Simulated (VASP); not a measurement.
# Cu in VASP: single point with PBEsol

Aim: the single point of Cu with PBEsol.

Program: VASP 6.6.1. These are calculated values, not measurements. Logs are shortened: lines on timing, memory, paths and dates and some standing lists are left out, and cuts for length are marked.

## (1) The cell of the first run

The cell holds a slab with vacuum, 10 atoms: a = 2.556 Å, b = 2.556 Å, c = 32.784 Å, α = 90.00°, β = 90.00°, γ = 60.00°.

## (2) Single point, PBEsol

INCAR

```
PREC     = Accurate       # precision mode
ENCUT    = 520            # plane-wave cutoff, eV
EDIFF    = 1E-6           # SCF threshold, eV
ISMEAR   = 0              # smearing method
SIGMA    = 0.1            # smearing width, eV
LREAL    = F              # projectors in reciprocal space
LASPH    = T              # aspherical terms in the spheres
NELM     = 100            # most SCF steps
ALGO     = Normal         # electronic algorithm
ISIF     = 2              # what is computed and relaxed
LWAVE    = F              # write WAVECAR
LCHARG   = F              # write CHGCAR
GGA      = PS             # functional
NBANDS   = 66             # bands
```

KPOINTS

```
regular mesh
0
Gamma
  18 18 1
```

POSCAR

```
Cu
1.0
    2.5561910149     -0.0000000029      0.0000000000
    1.2780955099      2.2137263543      0.0000000000
    0.0000000000      0.0000000000     32.7840910100
Cu
10
Direct
    0.0000000000      0.0000000000      0.2216942576
    0.3333333333      0.3333333333      0.2830286796
    0.6666666667      0.6666666667      0.3448574029
    0.0000000000      0.0000000000      0.4068554708
    0.3333333333      0.3333333333      0.4690034313
    0.6666666667      0.6666666667      0.5309965687
    0.0000000000      0.0000000000      0.5931445292
    0.3333333333      0.3333333333      0.6551425971
    0.6666666667      0.6666666667      0.7169713204
    0.0000000000      0.0000000000      0.7783057424
```

Potentials or basis: VASP PAW PBE potentials, release 64 (Cu).

Launch:

```sh
> cat potpaw_PBE.64/Cu/POTCAR > POTCAR
> mpirun -np 1 vasp_std > vasp.out
```

OUTCAR:

```text
PREC = Accurate
   ENCUT = 520
   EDIFF = 1E-6
   ISMEAR = 0
   LREAL = F
   LASPH = T
   NELM = 100
   ISIF = 2
   GGA = PS

 ion  position               nearest neighbor table
   1  0.000  0.000  0.222-   2 2.49   2 2.49   2 2.49
   2  0.333  0.333  0.283-   1 2.49   1 2.49   1 2.49   3 2.51   3 2.51   3 2.51
   3  0.667  0.667  0.345-   2 2.51   2 2.51   2 2.51   4 2.51   4 2.51   4 2.51
   4  0.000  0.000  0.407-   3 2.51   3 2.51   3 2.51   5 2.52   5 2.52   5 2.52
   5  0.333  0.333  0.469-   6 2.51   6 2.51   6 2.51   4 2.52   4 2.52   4 2.52
   6  0.667  0.667  0.531-   5 2.51   5 2.51   5 2.51   7 2.52   7 2.52   7 2.52
   7  0.000  0.000  0.593-   8 2.51   8 2.51   8 2.51   6 2.52   6 2.52   6 2.52
   8  0.333  0.333  0.655-   9 2.51   9 2.51   9 2.51   7 2.51   7 2.51   7 2.51
   9  0.667  0.667  0.717-  10 2.49  10 2.49  10 2.49   8 2.51   8 2.51   8 2.51
  10  0.000  0.000  0.778-   9 2.49   9 2.49   9 2.49

  LATTYP: Found a hexagonal cell.
 ALAT       =     2.5561910148
 C/A-ratio  =    12.8253682218

  Lattice vectors:

 A1 = (  -1.2780955099,  -2.2137263543,   0.0000000000)
 A2 = (   2.5561910149,  -0.0000000029,   0.0000000000)
 A3 = (   0.0000000000,   0.0000000000,  32.7840910100)

Analysis of symmetry for initial positions (statically):
=====================================================================
 Subroutine PRICEL returns:
 Original cell was already a primitive cell.

 Routine SETGRP: Setting up the symmetry group for a
 hexagonal supercell.

 Subroutine GETGRP returns: Found 12 space group operations
 (whereof 12 operations were pure point group operations)
 out of a pool of 24 trial point group operations.

The static configuration has the point symmetry D_3d.

Analysis of symmetry for dynamics (positions and initial velocities):
=====================================================================
 Subroutine PRICEL returns:
 Original cell was already a primitive cell.

 Routine SETGRP: Setting up the symmetry group for a
 hexagonal supercell.

 Subroutine GETGRP returns: Found 12 space group operations
 (whereof 12 operations were pure point group operations)
 out of a pool of 24 trial point group operations.

The dynamic configuration has the point symmetry D_3d.

 Subroutine INISYM returns: Found 12 space group operations
 (whereof 12 operations are pure point group operations),
 and found     1 'primitive' translations

----------------------------------------------------------------------------------------

                                     Primitive cell

  volume of cell :     185.5156

  direct lattice vectors                    reciprocal lattice vectors
     2.556191015 -0.000000003  0.000000000     0.391207071 -0.225863508  0.000000000
     1.278095510  2.213726354  0.000000000     0.000000001  0.451727016  0.000000000
     0.000000000  0.000000000 32.784091010     0.000000000  0.000000000  0.030502600

  length of vectors
     2.556191015  2.556191015 32.784091010     0.451727016  0.451727016  0.030502600

  position of ions in fractional coordinates (direct lattice)
     0.000000000  0.000000000  0.221694258
     0.333333333  0.333333333  0.283028680
     0.666666667  0.666666667  0.344857403
     0.000000000  0.000000000  0.406855471
     0.333333333  0.333333333  0.469003431
     0.666666667  0.666666667  0.530996569
     0.000000000  0.000000000  0.593144529
     0.333333333  0.333333333  0.655142597
     0.666666667  0.666666667  0.716971320
     0.000000000  0.000000000  0.778305742

  ion indices of the primitive-cell ions
   primitive index   ion index
                 1           1
                 2           2
                 3           3
                 4           4
                 5           5
                 6           6
                 7           7
                 8           8
                 9           9
                10          10

----------------------------------------------------------------------------------------

 KPOINTS: regular mesh

Automatic generation of k-mesh.
 Grid dimensions read from file:
 generate k-points for:   18   18    1

 Generating k-lattice:

  Cartesian coordinates                     Fractional coordinates (reciprocal lattice)
     0.021733726 -0.012547973  0.000000000     0.055555556  0.000000000  0.000000000
     0.000000000  0.025095945  0.000000000     0.000000000  0.055555556  0.000000000
     0.000000000  0.000000000  0.030502600     0.000000000  0.000000000  1.000000000

  Length of vectors
     0.025095945  0.025095945  0.030502600

  Shift w.r.t. Gamma in fractional coordinates (k-lattice)
     0.000000000  0.000000000  0.000000000

 Subroutine IBZKPT returns following result:
 ===========================================

 Found     37 irreducible k-points:

 Following reciprocal coordinates:
            Coordinates               Weight
  0.000000  0.000000  0.000000      1.000000
  0.055556  0.000000  0.000000      6.000000
  0.111111  0.000000  0.000000      6.000000
  0.166667  0.000000  0.000000      6.000000
  0.222222  0.000000  0.000000      6.000000
  0.277778  0.000000  0.000000      6.000000
[... 16 lines left out ...]
  0.444444  0.111111  0.000000     12.000000
  0.500000  0.111111  0.000000     12.000000
 [... further k-points ...]
   k-points           NKPTS =     37   k-points in BZ     NKDIM =     37   number of bands    NBANDS=     66
   number of dos      NEDOS =    301   number of ions     NIONS =     10
   total plane-waves  NPLWV = 100000
   dimension x,y,z NGX =    20 NGY =   20 NGZ =  250
   dimension x,y,z NGXF=    40 NGYF=   40 NGZF=  500
   ions per type =              10
   NGX,Y,Z   is equivalent  to a cutoff of  13.01, 13.01, 12.68 a.u.
   NGXF,Y,Z  is equivalent  to a cutoff of  26.01, 26.01, 25.35 a.u.
 SYSTEM =  unknown system
   PREC   = accura    normal or accurate (medium, high low for compatibility)
   ISTART =      0    job   : 0-new  1-cont  2-samecut
   ICHARG =      2    charge: 1-file 2-atom 10-const
   ISPIN  =      1    spin polarized calculation?
   LNONCOLLINEAR =      F non collinear calculations
   LSORBIT =      F    spin-orbit coupling
   LASPH  =      T    aspherical Exc in radial PAW
   ENCUT  =  520.0 eV  38.22 Ry    6.18 a.u.   4.75  4.75 60.96*2*pi/ulx,y,z
   NELM   =    100;   NELMIN=  2; NELMDL= -5     # of ELM steps
   EDIFF  = 0.1E-05   stopping-criterion for ELM
   LREAL  =      F    real-space projection
   EDIFFG = 0.1E-04   stopping-criterion for IOM
   NSW    =      0    number of steps for IOM
   IBRION =     -1    ionic relax: 0-MD 1-quasi-New 2-CG
   NFREE  =      0    steps in history (QN), initial steepest desc. (CG)
   ISIF   =      2    stress and relaxation
   ISYM   =      2    0-nonsym 1-usesym 2-fastsym
   POTIM  = 0.5000    time-step for ionic-motion
   TEBEG  =    0.0;   TEEND  =   0.0 temperature during run
   PSTRESS=    0.0 pullay stress
   NELECT =     110.0000    total number of electrons
   NUPDOWN=      -1.0000    fix difference up-down
   EMIN   =  10.00;   EMAX   =-10.00  energy-range for DOS
   EFERMI =   0.00;   METHOD = LEGACY
   ISMEAR =     0;   SIGMA  =   0.10  broadening in eV -4-tet -1-fermi 0-gaus
   EFERMI_NEDOS =   21; number of points for ismear=-14 and -15
   IALGO  =     38    algorithm
   IMIX   =      4    mixing-type and parameters
     AMIX     =   0.40;   BMIX     =  1.00
     AMIX_MAG =   1.60;   BMIX_MAG =  1.00
  volume/ion in A,a.u.               =      18.55       125.19
  Fermi-wavevector in a.u.,A,eV,Ry     =   1.375347  2.599029 25.736497  1.891579
  Thomas-Fermi vector in A             =   2.500691
   LORBIT       =      0    0 simple, 1 ext, 2 COOP (PROOUT), +10 PAW based schemes
   GGA     = PS    functional components
   LHFCALC =     F    Hartree Fock is set to
   AEXX    =    0.0000 exact exchange contribution
   IVDW    =     0    specifies the selected vdW correction
   LEPSILON=     F    determine dielectric tensor
   LRPA    =     F    only Hartree local field effects (RPA)
 non-spin polarized calculation
 Gauss-broadening in eV      SIGMA  =   0.10
  energy-cutoff  :      520.00
  volume of cell :      185.52
 maximum number of plane-waves:      5029
   NGX =  9   NGY =  9   NGZ =121

 number of electron     109.9999985 magnetization

 Free energy of the ion-electron system (eV)
  ---------------------------------------------------
  ext. energy  EPLUGINS =         0.00000000
  ---------------------------------------------------
  free energy    TOTEN  =       -41.93820995 eV

  energy without entropy =      -41.92743503  energy(sigma->0) =      -41.93282249

 E-fermi :   2.9754     XC(G=0):  -8.6533

 val. band max:        2.9577343476   @ k =   0.4444   0.0000   0.0000
 cond. band min:       3.0202775947   @ k =  -0.4444   0.1111   0.0000
 fundamental gap:      0.0625432471
 Fermi energy:         2.9753820529

 k-point     1 :       0.0000    0.0000    0.0000
  band No.  band energies     occupation
      1      -6.5238      2.00000
      2      -6.2698      2.00000
      3      -5.8404      2.00000
      4      -5.2611      2.00000
      5      -4.5500      2.00000
      6      -3.7765      2.00000
[... 58 lines left out ...]
     65       8.5569      0.00000
     66       9.8140      0.00000

 k-point     2 :       0.0556    0.0000    0.0000
  band No.  band energies     occupation
      1      -6.4240      2.00000
      2      -6.1710      2.00000
      3      -5.7433      2.00000
      4      -5.1664      2.00000
      5      -4.4587      2.00000
      6      -3.6895      2.00000
[... 58 lines left out ...]
     65       8.6346      0.00000
     66       9.8930      0.00000

 k-point     3 :       0.1111    0.0000    0.0000
  band No.  band energies     occupation
      1      -6.1277      2.00000
      2      -5.8778      2.00000
      3      -5.4557      2.00000
      4      -4.8870      2.00000
      5      -4.1907      2.00000
      6      -3.4366      2.00000
[... 1438 lines left out ...]
     65       9.5879      0.00000
     66      10.2684      0.00000

 k-point    24 :       0.5000    0.1111    0.0000
  band No.  band energies     occupation
      1      -2.1343      2.00000
      2      -2.0188      2.00000
      3      -1.8995      2.00000
      4      -1.8511      2.00000
      5      -1.8224      2.00000
      6      -1.7441      2.00000
[... 58 lines left out ...]
     65       9.1048      0.00000
     66       9.7788      0.00000

 [... further k-points ...]
[... 5 lines left out ...]
  --------------------------------------------------------------------------------------
  -------------------------------------------------------------------------------------
  Total       -3.6297028     -3.6297028      0.3764736      0.0000000     -0.0000000     -0.0000000
  in kB      -31.3473813    -31.3473813      3.2513573      0.0000000     -0.0000000     -0.0000000
  external PRESSURE =     -19.8144684 kB  Pullay stress =       0.0000000 kB

 VOLUME and BASIS-vectors are now :
 -----------------------------------------------------------------------------
  energy-cutoff  :      520.00
  volume of cell :      185.52
      direct lattice vectors                 reciprocal lattice vectors
     2.556191015 -0.000000003  0.000000000     0.391207071 -0.225863508  0.000000000
     1.278095510  2.213726354  0.000000000     0.000000001  0.451727016  0.000000000
     0.000000000  0.000000000 32.784091010     0.000000000  0.000000000  0.030502600

 POSITION                                       TOTAL-FORCE (eV/Angst)
 -----------------------------------------------------------------------------------
      0.00000      0.00000      7.26804        -0.000000     -0.000000     -0.023800
      1.27810      0.73791      9.27884         0.000000     -0.000000     -0.000697
      2.55619      1.47582     11.30584         0.000000      0.000000     -0.001718
      0.00000      0.00000     13.33839        -0.000000     -0.000000     -0.000530
      1.27810      0.73791     15.37585        -0.000000     -0.000000      0.000165
      2.55619      1.47582     17.40824         0.000000      0.000000     -0.000165
      0.00000      0.00000     19.44570        -0.000000     -0.000000      0.000530
      1.27810      0.73791     21.47825        -0.000000      0.000000      0.001718
      2.55619      1.47582     23.50525         0.000000      0.000000      0.000697
      0.00000      0.00000     25.51605        -0.000000     -0.000000      0.023800
 -----------------------------------------------------------------------------------
    total drift:                                0.000000      0.000000     -0.000000

  FREE ENERGIE OF THE ION-ELECTRON SYSTEM (eV)
  ---------------------------------------------------
  free  energy   TOTEN  =       -41.9382099490 eV

  energy  without entropy=      -41.9274350291  energy(sigma->0) =      -41.93282249
```

Wall time 19 min (1 thread of Intel Xeon Platinum 8259CL at 2.50GHz (Skylake/Cascade Lake), shared host); peak memory 0.49 GiB.

Results:

```yaml
Free_energy: -41.9382 eV
Largest_force: 0.024 eV/Å
Band_gap_on_the_k_mesh: zero (bands 55 and 56 overlap by 4.93 eV)
```

Forces on the atoms (eV/Å):
```
Cu   0.000  0.000 -0.024
Cu   0.000  0.000 -0.001
Cu   0.000  0.000 -0.002
Cu   0.000  0.000 -0.001
Cu   0.000  0.000  0.000
Cu   0.000  0.000  0.000
Cu   0.000  0.000  0.001
Cu   0.000  0.000  0.002
Cu   0.000  0.000  0.001
Cu   0.000  0.000  0.024
```

Levels at points of the mesh, in eV from the Fermi level:
| k point | band 52 | band 53 | band 54 | band 55 | band 56 | band 57 | band 58 | band 59 | band 60 | band 61 |
| --- | --- | --- | --- | --- | --- | --- | --- | --- | --- | --- |
| (0.00, 0.00, 0.00) | -1.86 | -1.72 | -1.72 | -1.63 | -1.62 | -1.62 | -1.60 | -1.60 | -0.53 | -0.37 |
| (0.50, 0.00, 0.00) | -0.34 | 0.15 | 0.54 | 0.83 | 1.04 | 1.20 | 1.34 | 1.47 | 1.49 | 3.86 |

Caveat: the PAW data sets were made with another functional, which shifts forces and pressure a little.
